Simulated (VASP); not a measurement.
# SrTiO3: relaxation of cell and atoms with PBEsol

The system is SrTiO3.

```
Sr Ti O
1.0
     3.93643    0.00000    0.00000
     0.00000    3.93643    0.00000
     0.00000    0.00000    3.93643
Sr Ti O
1 1 3
Direct
  0.00000 0.00000 0.00000
  0.50000 0.50000 0.50000
  0.50000 0.50000 0.00000
  0.50000 0.00000 0.50000
  0.00000 0.50000 0.50000
```

| Quantity | Value |
| --- | --- |
| Program | VASP 6.6.1 |
| Task | relaxation of cell and atoms |
| Functional | PBEsol |
| Potentials or basis | VASP PAW PBE potentials, release 64 (Sr_sv, Ti_sv, O) |
| Cutoff | 600 eV |
| k mesh | 6 × 6 × 6 |
| Occupations | fermi-dirac, width 0.02 eV |
| Spin | no spin polarisation |
| Dipole correction | no |
| Further INCAR settings | ALGO = Normal; EDIFF = 1e-06; IBRION = 2; EDIFFG = -0.005; NSW = 80; ISIF = 3 |

| Item | Value |
| --- | --- |
| Relaxed volume | 11.82 Å³/atom |
| Relaxed cell | a = 3.895 Å, b = 3.895 Å, c = 3.895 Å, α = 90.00°, β = 90.00°, γ = 90.00° |
| Space group after relaxing (to 0.1 Å) | Pm-3m (No. 221) |
| Energy gained by relaxing | 6.8 meV/atom |
| Ionic steps | 3 |
| Pressure after relaxing | 0.0 GPa |
| Band gap on the k mesh | 1.81 eV (least direct gap 2.17 eV) |

Step by step:
```csv
step,energy change (eV),largest force (eV/Å),pressure (GPa),volume (Å³)
1,0.0000,0.0000,-5.54,61.00
2,-0.0037,0.0000,5.84,57.35
3,-0.0342,0.0000,-0.03,59.08
```

Final structure:
```cif
data_structure
_symmetry_space_group_name_H-M 'P 1'
_symmetry_Int_Tables_number 1
_cell_length_a 3.8947
_cell_length_b 3.8947
_cell_length_c 3.8947
_cell_angle_alpha 90.000
_cell_angle_beta 90.000
_cell_angle_gamma 90.000
_cell_volume 59.08
loop_
_atom_site_label
_atom_site_type_symbol
_atom_site_fract_x
_atom_site_fract_y
_atom_site_fract_z
_atom_site_occupancy
Sr1 Sr 0.00000 0.00000 0.00000 1
Ti1 Ti 0.50000 0.50000 0.50000 1
O1 O 0.50000 0.50000 0.00000 1
O2 O 0.50000 0.00000 0.50000 1
O3 O 0.00000 0.50000 0.50000 1
```

Levels at points of the mesh, in eV from the valence-band top:
```csv
k point,band 16,band 17,band 18,band 19,band 20,band 21,band 22,band 23,band 24
"(0.00, 0.00, 0.00)",-1.20,-1.20,-0.35,-0.35,-0.35,1.81,1.81,1.81,4.39
"(0.50, 0.00, 0.00)",-2.41,-2.41,-2.06,-0.74,-0.74,2.00,3.82,3.82,4.41
"(0.50, 0.50, 0.00)",-2.94,-1.74,-1.60,-1.60,-0.10,3.83,3.83,4.28,5.38
"(0.50, 0.50, 0.50)",-3.80,-3.80,0.00,0.00,0.00,4.52,4.52,4.52,6.90
```

Run time: 33 s on 1 thread of Intel(R) Xeon(R) 6975P-C (Granite Rapids), on a shared host, peak memory 0.21 GiB.

Caveat: the PAW data sets were made with another functional, which shifts forces and pressure a little. A k mesh can miss the band edges.
